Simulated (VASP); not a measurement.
Runs of VASP 6.6.1 on Mn3Si. The structure is that of space group Fm-3m (No. 225), or close to it. The cells are those of the table. 

| cell | cutoff (eV) | second try | gap on the mesh (eV) | pressure (GPa) | moment (μB) |
| --- | --- | --- | --- | --- | --- |
| a = 4.125 Å, angles 60.0°, 4 atoms | 540 | not_converged | none | -23.6 | 1.00 |
| a = 4.019 Å, angles 60.0°, 4 atoms | 520 | - | none | -12.3 | 1.02 |
| a = 4.099 Å, angles 60.0°, 4 atoms | 540 | not_converged | none | -21.3 | 1.01 |
| a = 3.991 Å, angles 60.0°, 4 atoms | 520 | - | none | (a) | 1.02 |
| a = 3.963 Å, angles 60.0°, 4 atoms | 520 | - | none | -4.4 | (b) |

Alike in all rows: task single point; level PBEsol; potentials or basis VASP PAW PBE potentials, release 64 (Mn_pv, Si); spin collinear, ferromagnetic start; k mesh 8 × 8 × 8; smearing fermi-dirac 0.05 eV.

**Question.** Estimate the missing entries.

**Answer.** (a) -8.5; (b) 1.04.

Caveats: the cell stands under tension; the PAW data sets were made with another functional, which shifts forces and pressure a little.

A gap of «none» marks levels without a gap at the run's occupations.
